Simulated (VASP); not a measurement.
# As (Pm-3m) in VASP: further runs, part 2 of 2

VASP 6.6.1. The steps go on from the part before.

### Step 3. Vibrations by perturbation theory, LDA

Contents of INCAR:

```
SYSTEM = As
  PREC = Accurate
  ENCUT = 520
  EDIFF = 1E-8
  ISMEAR = -1
  SIGMA = 0.05
  LREAL = .FALSE.
  LASPH = .TRUE.
  NELM = 100
  ALGO = Normal
  ISIF = 2
  LWAVE = .FALSE.
  LCHARG = .TRUE.
  GGA = CA
  NBANDS = 8
  IBRION = 8
  NSW = 1
```

Contents of KPOINTS:

```
regular mesh
0
G
  7 7 7
  0 0 0
```

Contents of POSCAR:

```
As
1.0
    2.7036817444      0.0000000000      0.0000000000
    0.0000000000      2.7036817444      0.0000000000
    0.0000000000      0.0000000000      2.7036817444
As
1
Direct
    0.5000000000      0.5000000000      0.5000000000
```

Potentials or basis: VASP PAW LDA potentials, release 64 (As).

On the command line:

```
$ cat potpaw_LDA.64/As/POTCAR > POTCAR
$ mpirun -np 1 vasp_std > vasp.out
```

OUTCAR:

```text
SYSTEM = As
   PREC = Accurate
   ENCUT = 520
   EDIFF = 1E-8
   ISMEAR = -1
   LREAL = .FALSE.
   LASPH = .TRUE.
   NELM = 100
   ISIF = 2
   GGA = CA
   IBRION = 8
   NSW = 1

 ion  position               nearest neighbor table
   1  0.500  0.500  0.500-

  LATTYP: Found a simple cubic cell.
 ALAT       =     2.7036817444

  Lattice vectors:

 A1 = (   2.7036817444,   0.0000000000,   0.0000000000)
 A2 = (   0.0000000000,   2.7036817444,   0.0000000000)
 A3 = (   0.0000000000,   0.0000000000,   2.7036817444)

Analysis of symmetry for initial positions (statically):
=====================================================================
 Subroutine PRICEL returns:
 Original cell was already a primitive cell.

 Routine SETGRP: Setting up the symmetry group for a
 simple cubic supercell.

 Subroutine GETGRP returns: Found 48 space group operations
[... 9 lines left out ...]

 Routine SETGRP: Setting up the symmetry group for a
 simple cubic supercell.

 Subroutine GETGRP returns: Found 48 space group operations
[... 11 lines left out ...]
                                     Primitive cell

  volume of cell :      19.7636

  direct lattice vectors                    reciprocal lattice vectors
     2.703681744  0.000000000  0.000000000     0.369866018  0.000000000  0.000000000
     0.000000000  2.703681744  0.000000000     0.000000000  0.369866018  0.000000000
     0.000000000  0.000000000  2.703681744     0.000000000  0.000000000  0.369866018

  length of vectors
     2.703681744  2.703681744  2.703681744     0.369866018  0.369866018  0.369866018

  position of ions in fractional coordinates (direct lattice)
     0.500000000  0.500000000  0.500000000

  ion indices of the primitive-cell ions
   primitive index   ion index
                 1           1

----------------------------------------------------------------------------------------

 KPOINTS: regular mesh

Automatic generation of k-mesh.
 Grid dimensions read from file:
 generate k-points for:    7    7    7

 Generating k-lattice:

  Cartesian coordinates                     Fractional coordinates (reciprocal lattice)
     0.052838003  0.000000000  0.000000000     0.142857143  0.000000000  0.000000000
     0.000000000  0.052838003  0.000000000     0.000000000  0.142857143  0.000000000
     0.000000000  0.000000000  0.052838003     0.000000000  0.000000000  0.142857143

  Length of vectors
     0.052838003  0.052838003  0.052838003

  Shift w.r.t. Gamma in fractional coordinates (k-lattice)
     0.000000000  0.000000000  0.000000000

 Subroutine IBZKPT returns following result:
 ===========================================

 Found     20 irreducible k-points:
[... 79 lines left out ...]

 number of electron       5.0000001 magnetization

 Free energy of the ion-electron system (eV)
  ---------------------------------------------------
  ext. energy  EPLUGINS =         0.00000000
  ---------------------------------------------------
  free energy    TOTEN  =        -5.35378171 eV

  energy without entropy =       -5.34935075  energy(sigma->0) =       -5.35156623

 E-fermi :   5.8105     XC(G=0): -10.5889

 val. band max:        5.3859154244   @ k =   0.4286   0.2857   0.1429
 cond. band min:       5.8636191685   @ k =   0.4286   0.2857   0.2857
 fundamental gap:      0.4777037440
 Fermi energy:         5.8104588609

 k-point     1 :       0.0000    0.0000    0.0000
  band No.  band energies     occupation
      1      -9.0409      2.00000
      2      10.0455      0.00000
      3      10.0455      0.00000
      4      10.0455      0.00000
      5      14.5269      0.00000
      6      14.5269      0.00000
      7      16.3590      0.00000
      8      30.8464      0.00000
[... 199 lines left out ...]
 k-point    20 :       0.4286    0.4286    0.4286
  band No.  band energies     occupation
      1      -0.3270      2.00000
      2       4.1583      2.00000
      3       4.1583      2.00000
      4       4.7684      2.00000
      5      11.9211      0.00000
      6      12.4934      0.00000
      7      12.4934      0.00000
      8      17.1558      0.00000

------------------------ aborting loop because EDIFF is reached ----------------------------------------

  FORCE on cell =-STRESS in cart. coord.  units (eV):
  Direction    XX          YY          ZZ          XY          YZ          ZX
  --------------------------------------------------------------------------------------
  -------------------------------------------------------------------------------------
  Total       -0.3128105     -0.3128105     -0.3128105     -0.0000000      0.0000000     -0.0000000
  in kB      -25.3585936    -25.3585936    -25.3585936     -0.0000000      0.0000000     -0.0000000
  external PRESSURE =     -25.3585936 kB  Pullay stress =       0.0000000 kB

 VOLUME and BASIS-vectors are now :
 -----------------------------------------------------------------------------
  energy-cutoff  :      520.00
  volume of cell :       19.76
      direct lattice vectors                 reciprocal lattice vectors
     2.703681744  0.000000000  0.000000000     0.369866018  0.000000000  0.000000000
     0.000000000  2.703681744  0.000000000     0.000000000  0.369866018  0.000000000
     0.000000000  0.000000000  2.703681744     0.000000000  0.000000000  0.369866018

 POSITION                                       TOTAL-FORCE (eV/Angst)
 -----------------------------------------------------------------------------------
      1.35184      1.35184      1.35184         0.000000      0.000000      0.000000
 -----------------------------------------------------------------------------------
    total drift:                                0.000000      0.000000      0.000000

  FREE ENERGIE OF THE ION-ELECTRON SYSTEM (eV)
  ---------------------------------------------------
  free  energy   TOTEN  =        -5.3537817137 eV

  energy  without entropy=       -5.3493507521  energy(sigma->0) =       -5.35156623

[... ionic steps 2 to 3 ...]

--------------------------------------- Ionic step        4  -------------------------------------------

 Free energy of the ion-electron system (eV)
  ---------------------------------------------------
  ---------------------------------------------------
  free energy    TOTEN  =        -0.03029463 eV

  energy without entropy =       -0.03029463

------------------------ aborting loop because EDIFF is reached ----------------------------------------

 INTERNAL STRAIN TENSOR  FOR ION    1  DIRECTION 1   (eV/Angst):
 -----------------------------------------------------------------------------
    -0.04130 -0.00000  0.00000
     0.00000  0.01157  0.00000
     0.00000  0.00000  0.01157

 INTERNAL STRAIN TENSOR FOR ION    1 for displacements in x,y,z  (eV/Angst):
          X           Y           Z          XY          YZ          ZX
  --------------------------------------------------------------------------------
  x     0.00000     0.00000     0.00000     0.00000     0.00000     0.00000
  y     0.00000     0.00000     0.00000     0.00000     0.00000     0.00000
  z     0.00000     0.00000     0.00000     0.00000     0.00000     0.00000

 SECOND DERIVATIVES (NOT SYMMETRIZED)
 ------------------------------------
               1X          1Y          1Z
  1X    -0.000176    0.000000    0.000000
  1Y     0.000000   -0.000176   -0.000000
  1Z    -0.000000   -0.000000   -0.000176

 Eigenvectors and eigenvalues of the dynamical matrix
 ----------------------------------------------------

   1 f  =    0.023955 THz     0.150514 2PiTHz    0.799054 cm-1     0.099070 meV
             X         Y         Z           dx          dy          dz
      1.351841  1.351841  1.351841     0.910366   -0.413803    0.000000

   2 f  =    0.023955 THz     0.150514 2PiTHz    0.799054 cm-1     0.099070 meV
             X         Y         Z           dx          dy          dz
      1.351841  1.351841  1.351841    -0.413803   -0.910366    0.000000

   3 f  =    0.023955 THz     0.150514 2PiTHz    0.799054 cm-1     0.099070 meV
             X         Y         Z           dx          dy          dz
      1.351841  1.351841  1.351841     0.000000    0.000000    1.000000

--------------------------------------------------------------------------------------------------------

 ELASTIC MODULI CONTR FROM IONIC RELAXATION (kBar)
 Direction    XX          YY          ZZ          XY          YZ          ZX
 --------------------------------------------------------------------------------
 XX           0.0000      0.0000      0.0000      0.0000      0.0000      0.0000
 YY           0.0000      0.0000      0.0000      0.0000      0.0000      0.0000
 ZZ           0.0000      0.0000      0.0000      0.0000      0.0000      0.0000
 XY           0.0000      0.0000      0.0000      0.0000      0.0000      0.0000
 YZ           0.0000      0.0000      0.0000      0.0000      0.0000      0.0000
 ZX           0.0000      0.0000      0.0000      0.0000      0.0000      0.0000
 --------------------------------------------------------------------------------
```

OSZICAR:

```text
N       E                     dE             d eps       ncg     rms          rms(c)
DAV:   1     0.912110659749E+01    0.91211E+01   -0.21329E+03   320   0.464E+02
DAV:   2    -0.516499865788E+01   -0.14286E+02   -0.13278E+02   416   0.608E+01
DAV:   3    -0.536020661590E+01   -0.19521E+00   -0.19518E+00   384   0.103E+01
DAV:   4    -0.536044836527E+01   -0.24175E-03   -0.24175E-03   520   0.409E-01
[... 19 lines left out ...]
RMM:   6    -0.302952294204E-01   -0.39946E-06   -0.86052E-10  1040   0.182E-04    0.126E-04
RMM:   7    -0.302945838533E-01    0.64557E-06   -0.13272E-10  1104   0.788E-05    0.743E-06
RMM:   8    -0.302946172436E-01   -0.33390E-07    0.55290E-12  1016   0.409E-06    0.293E-06
RMM:   9    -0.302946359567E-01   -0.18713E-07    0.57257E-12   987   0.198E-06    0.365E-07
RMM:  10    -0.302946341150E-01    0.18417E-08   -0.38284E-13   583   0.434E-07    0.104E-07
 Linear response finished
```

Wall time 13 s (1 thread of Intel Xeon 8259CL, shared host); peak memory 0.13 GiB.

### Step 4. Electric field gradients, PBE

Contents of INCAR:

```
SYSTEM = As
PREC     = Accurate       ! precision mode
ENCUT    = 520            ! plane-wave cutoff, eV
EDIFF    = 1E-8           ! SCF threshold, eV
ISMEAR   = -1             ! smearing method
SIGMA    = 0.05           ! smearing width, eV
LREAL    = .FALSE.        ! projectors in reciprocal space
LASPH    = .TRUE.         ! aspherical terms in the spheres
NELM     = 60             ! most SCF steps
ALGO     = Normal         ! electronic algorithm
ISIF     = 2              ! what is computed and relaxed
LWAVE    = .FALSE.        ! write WAVECAR
LCHARG   = .FALSE.        ! write CHGCAR
GGA      = PE             ! functional
LEFG     = .TRUE.       
NBANDS   = 8              ! bands
```

Contents of KPOINTS:

```
regular mesh
0
G
  10 10 10
  0 0 0
```

POSCAR is that of step 3.

Potentials or basis: VASP PAW PBE potentials, release 64 (As).

On the command line:

```
$ cat potpaw_PBE.64/As/POTCAR > POTCAR
$ mpirun -np 1 vasp_std > vasp.out
```

OUTCAR:

```text
SYSTEM = As
   PREC = Accurate
   ENCUT = 520
   EDIFF = 1E-8
   ISMEAR = -1
   LREAL = .FALSE.
   LASPH = .TRUE.
   NELM = 60
   ISIF = 2
   GGA = PE

 ion  position               nearest neighbor table
   1  0.500  0.500  0.500-

  LATTYP: Found a simple cubic cell.
 ALAT       =     2.7036817444

  Lattice vectors:

 A1 = (   2.7036817444,   0.0000000000,   0.0000000000)
 A2 = (   0.0000000000,   2.7036817444,   0.0000000000)
 A3 = (   0.0000000000,   0.0000000000,   2.7036817444)

[... 467 lines left out ...]
    total drift:                                0.000000     -0.000000      0.000000

  FREE ENERGIE OF THE ION-ELECTRON SYSTEM (eV)
  ---------------------------------------------------
  free  energy   TOTEN  =        -4.5688079994 eV

  energy  without entropy=       -4.5664001396  energy(sigma->0) =       -4.56760407

 Electric field gradients (V/A^2)
---------------------------------------------------------------------
 ion       V_xx      V_yy      V_zz      V_xy      V_xz      V_yz
---------------------------------------------------------------------
   1       0.000    -0.000    -0.000     0.000    -0.000    -0.000
---------------------------------------------------------------------

 Electric field gradients after diagonalization (V/A^2)
 (convention: |V_zz| > |V_xx| > |V_yy|)
----------------------------------------------------------------------
 ion       V_xx      V_yy      V_zz     asymmetry (V_yy - V_xx)/ V_zz
----------------------------------------------------------------------
   1      -0.000    -0.000     0.000       0.678
----------------------------------------------------------------------

           NMR quadrupolar parameters

 Cq : quadrupolar parameter    Cq=e*Q*V_zz/h
 eta: asymmetry parameters     (V_yy - V_xx)/ V_zz
 Q  : nuclear electric quadrupole moment in mb (millibarn)
----------------------------------------------------------------------
 ion       Cq(MHz)       eta       Q (mb)
----------------------------------------------------------------------
   1       0.000       0.678       1.000
----------------------------------------------------------------------
```

OSZICAR:

```text
N       E                     dE             d eps       ncg     rms          rms(c)
DAV:   1     0.836242108915E+01    0.83624E+01   -0.21422E+03   904   0.458E+02
DAV:   2    -0.440858895572E+01   -0.12771E+02   -0.12166E+02  1184   0.598E+01
DAV:   3    -0.456394781407E+01   -0.15536E+00   -0.15526E+00  1024   0.901E+00
DAV:   4    -0.456410200204E+01   -0.15419E-03   -0.15419E-03  1360   0.317E-01
DAV:   5    -0.456410207066E+01   -0.68614E-07   -0.68160E-07  1040   0.423E-03    0.208E+00
DAV:   6    -0.456666722587E+01   -0.25652E-02   -0.61550E-04  1160   0.201E-01    0.124E+00
DAV:   7    -0.456874085172E+01   -0.20736E-02   -0.18201E-03   944   0.330E-01    0.874E-02
DAV:   8    -0.456880511204E+01   -0.64260E-04   -0.69092E-05  1096   0.611E-02    0.439E-03
DAV:   9    -0.456880750016E+01   -0.23881E-05   -0.18447E-06  1080   0.954E-03    0.223E-03
DAV:  10    -0.456880793858E+01   -0.43842E-06   -0.71593E-07   976   0.548E-03    0.382E-04
DAV:  11    -0.456880800158E+01   -0.62999E-07   -0.35452E-09  1136   0.452E-04    0.157E-04
DAV:  12    -0.456880799937E+01    0.22124E-08   -0.38421E-10   592   0.140E-04
   1 F= -.45688080E+01 E0= -.45676041E+01  d E =-.240786E-02
```

stdout:

```text
POSCAR found type information on POSCAR As
 POSCAR found :  1 types and       1 ions
 scaLAPACK will be used
 LDA part: xc-table for (Slater+PW92), standard interpolation
 POSCAR, INCAR and KPOINTS ok, starting setup
 FFT: planning ... GRIDC
 FFT: planning ... GRID_SOFT
 FFT: planning ... GRID
 WAVECAR not read
 entering main loop
ion   1
```

It took 4.7 s on 1 thread of Intel Xeon 6975P-C, shared host; peak memory 0.12 GiB.

What came out:

* Free energy: -4.5688 eV
* Pressure: 2.4 GPa

Levels at points of the mesh, in eV from the Fermi level:
| k point | band 1 | band 2 | band 3 | band 4 | band 5 | band 6 | band 7 |
| --- | --- | --- | --- | --- | --- | --- | --- |
| (0.00, 0.00, 0.00) | -14.94 | 4.19 | 4.19 | 4.19 | 8.53 | 8.53 | 10.60 |
| (0.50, 0.00, 0.00) | -11.80 | -6.90 | 6.49 | 6.49 | 11.21 | 14.17 | 14.78 |
| (0.50, 0.50, 0.00) | -8.52 | -4.23 | -4.23 | 2.55 | 8.66 | 16.50 | 17.49 |
| (0.50, 0.50, 0.50) | -4.89 | -1.79 | -1.79 | -1.79 | 5.98 | 5.98 | 5.98 |

Caveat: without QUAD_EFG the Cq values of the log hold for a quadrupole moment of 1 mb, not for the nuclei.
